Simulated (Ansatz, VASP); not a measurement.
## Pd: VASP beside Ansatz

The input INCAR:

```
PREC     = Accurate       # precision mode
ENCUT    = 500            # plane-wave cutoff, eV
EDIFF    = 1E-6           # SCF threshold, eV
ISMEAR   = 0              # smearing method
SIGMA    = 0.1            # smearing width, eV
LREAL    = False          # projectors in reciprocal space
LASPH    = True           # aspherical terms in the spheres
NELM     = 120            # most SCF steps
ALGO     = Normal         # electronic algorithm
ISIF     = 2              # what is computed and relaxed
LWAVE    = False          # write WAVECAR
LCHARG   = False          # write CHGCAR
GGA      = PS             # functional
NBANDS   = 11             # bands
GGA_COMPAT= False
```

Contents of KPOINTS:

```
regular mesh
0
Gamma
  8 8 8
```

File POSCAR:

```
Pd
1.0
    0.0000000000      1.9697740439      1.9697740439
    1.9697740439      0.0000000000      1.9697740439
    1.9697740439      1.9697740439      0.0000000000
Pd
1
Direct
    0.0000000000      0.0000000000      0.0000000000
```

Input for Ansatz:

```yaml
crystal:
  lattice:
    - [0.0, 1.9697740439, 1.9697740439]
    - [1.9697740439, 0.0, 1.9697740439]
    - [1.9697740439, 1.9697740439, 0.0]
  atoms:
    - { symbol: Pd, position: [0.0, 0.0, 0.0] }
basis:
  ecutwfc: 420
kpoints:
  mp_grid: { grid: [8, 8, 8] }
hamiltonian:
  xc: pbesol
scf:
  occupations: { method: gaussian, width: 0.1 }
output:
  forces: true
  stress: true
  eigenvalues: true
```

Alike in both runs: task single point; functional PBEsol; k mesh 8 × 8 × 8; occupations gaussian, width 0.1 eV; no spin polarisation.

|  | VASP | Ansatz |
| --- | --- | --- |
| version | VASP 6.6.1 | Ansatz 0.2.0 |
| potentials or method | VASP PAW PBE potentials, release 64 (Pd), cutoff 500 eV | scalar-relativistic, plane waves, PAW |
| valence electrons in the cell | 10 | 18 |

Ansatz gave:

* gap on the k mesh at the Fermi level (eV): none
* pressure (GPa): -8.0

Which values does VASP return?

gap on the k mesh at the Fermi level (eV): none; pressure (GPa): -8.2.

VASP's potentials were made for PBE, not for PBEsol. A gap of «none» marks a metal or a gap that the smearing closes. With one functional, cell and mesh, what is left measures potentials, basis and numerics. VASP's potentials hold 10 valence electrons a cell and Ansatz's 18, so a difference there can come from the potentials and not from the codes.
